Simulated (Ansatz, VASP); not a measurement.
Two plane-wave programs on H20CO12

```
CELL_PARAMETERS angstrom
7.15309 0.00000 0.00000
0.00000 7.15309 0.00000
0.00000 0.00000 7.15309
ATOMIC_POSITIONS crystal
O 0.49905 0.37624 0.39019
O 0.04115 0.34862 0.32021
O 0.40862 0.04212 0.85265
O 0.48264 0.74992 0.37520
O 0.73449 0.34598 0.05387
O 0.86806 0.97631 0.38223
O 0.69476 0.18906 0.68281
O 0.99849 0.73606 0.12274
O 0.22454 0.01114 0.51844
O 0.63241 0.73994 0.01878
O 0.28453 0.61222 0.79988
O 0.98598 0.58066 0.66996
H 0.56284 0.33804 0.27481
H 0.56605 0.31188 0.49297
H 0.15919 0.28500 0.35228
H 0.99731 0.39942 0.43907
H 0.32200 0.01617 0.74795
H 0.45188 0.92031 0.89900
H 0.48493 0.61068 0.39652
H 0.59148 0.79651 0.44418
H 0.85884 0.33852 0.11053
H 0.74427 0.27973 0.93294
H 0.89011 0.10016 0.32676
H 0.91678 0.88699 0.28502
H 0.76198 0.09007 0.61635
H 0.58481 0.12466 0.74471
H 0.02839 0.61499 0.17944
H 0.86904 0.72290 0.07152
H 0.09347 0.98072 0.48580
H 0.30112 0.91727 0.45209
H 0.57435 0.75254 0.14459
H 0.62514 0.60538 0.99468
C 0.13494 0.59752 0.73727
```

Alike in both runs: functional PBE; dispersion D3(BJ); k mesh 1 × 1 × 1; occupations fermi-dirac, width 0.05 eV; no spin polarisation.

Ansatz relaxed the structure, and its values are those at the end. VASP's run is a single point on that final structure, the one shown.

```csv
,VASP,Ansatz
version,VASP 6.6.1,Ansatz 0.2.0
potentials or method,"VASP PAW PBE potentials, release 64 (O_h, H_h, C_h), cutoff 1000 eV","scalar-relativistic, plane waves, PAW"
valence electrons in the cell,96,96
```

|  | VASP | Ansatz | Ansatz less VASP |
| --- | --- | --- | --- |
| rms of the force components (eV/Å) | 0.087 | 0.086 | -0.0013 |
